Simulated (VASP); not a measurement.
**C: relaxation of cell and atoms with PBE**

C:

```
C
1.0
     3.63500    0.00000    0.00000
     2.80526    2.31165    0.00000
     2.80526    1.00691    2.08083
C
2
Direct
  0.83600 0.83600 0.83600
  0.16400 0.16400 0.16400
```

```
Program                : VASP 6.6.1
Task                   : relaxation of cell and atoms
Functional             : PBE
Potentials or basis    : VASP PAW PBE potentials, release 64 (C)
Cutoff                 : 600 eV
k mesh                 : 12 × 12 × 12
Occupations            : fermi-dirac, width 0.05 eV
Spin                   : no spin polarisation
Dipole correction      : no
Further INCAR settings : ALGO = Normal; EDIFF = 1e-06; IBRION = 2; EDIFFG = -0.03; NSW = 50; ISIF = 3
```

| Item | Value |
| --- | --- |
| Relaxed volume | 10.49 Å³/atom |
| Relaxed cell | a = 4.226 Å, b = 4.226 Å, c = 4.226 Å, α = 33.96°, β = 33.96°, γ = 33.96° |
| Space group after relaxing (to 0.05 Å) | R-3m (No. 166) |
| Energy gained by relaxing | 23.0 meV/atom |
| Ionic steps | 11 |
| Pressure after relaxing | -0.2 GPa |
| Largest force after relaxing | 0.019 eV/Å |
| Band gap on the k mesh | 0.22 eV, direct |

Forces in eV/Å, atoms in the order of the input:
```
C   -0.018 -0.006 -0.004
C    0.018  0.006  0.004
```

Step by step:
```tsv
step	energy change (eV)	largest force (eV/Å)	pressure (GPa)	volume (Å³)
1	0.0000	0.8560	4.34	17.48
2	-0.0070	0.5115	-6.46	18.09
3	-0.0240	0.1140	-1.64	17.81
4	-0.0239	0.2388	4.62	17.68
5	-0.0270	0.0621	1.43	17.75
6	-0.0293	0.0519	1.37	17.89
7	-0.0351	0.0216	1.08	18.31
8	-0.0421	0.0399	0.71	19.15
9	-0.0453	0.1682	0.12	20.83
10	-0.0412	0.3541	-1.26	21.39
11	-0.0460	0.0191	-0.22	20.98
```

Final structure:
```
CELL_PARAMETERS angstrom
4.21875 0.20323 0.12743
3.38500 2.52605 0.12743
3.38500 1.21500 2.21831
ATOMIC_POSITIONS crystal
C 0.83340 0.83340 0.83340
C 0.16660 0.16660 0.16660
```

Levels at points of the mesh, in eV from the valence-band top:
| k point | band 2 | band 3 | band 4 | band 5 | band 6 | band 7 |
| --- | --- | --- | --- | --- | --- | --- |
| (0.00, 0.00, 0.00) | -7.10 | -2.93 | -2.93 | 3.43 | 8.41 | 8.41 |
| (0.50, 0.00, 0.00) | -13.12 | -6.30 | -2.12 | 1.93 | 7.51 | 11.27 |
| (0.50, 0.50, 0.00) | -13.10 | -6.31 | -2.37 | 1.63 | 7.41 | 12.32 |
| (0.50, 0.50, 0.50) | -7.85 | -2.94 | -2.93 | 7.43 | 8.40 | 8.40 |

Wall time 4.4 min on 1 thread of Intel(R) Xeon(R) Platinum 8488C (Sapphire Rapids) (shared host), peak memory 0.17 GiB.

Caveat: the volume moved by over 15 % at a fixed basis, so the end points are rough; the volume moved by +20 % from the deposited cell, more than functionals usually miss. PBE usually gives volumes a little too large and moduli too small.
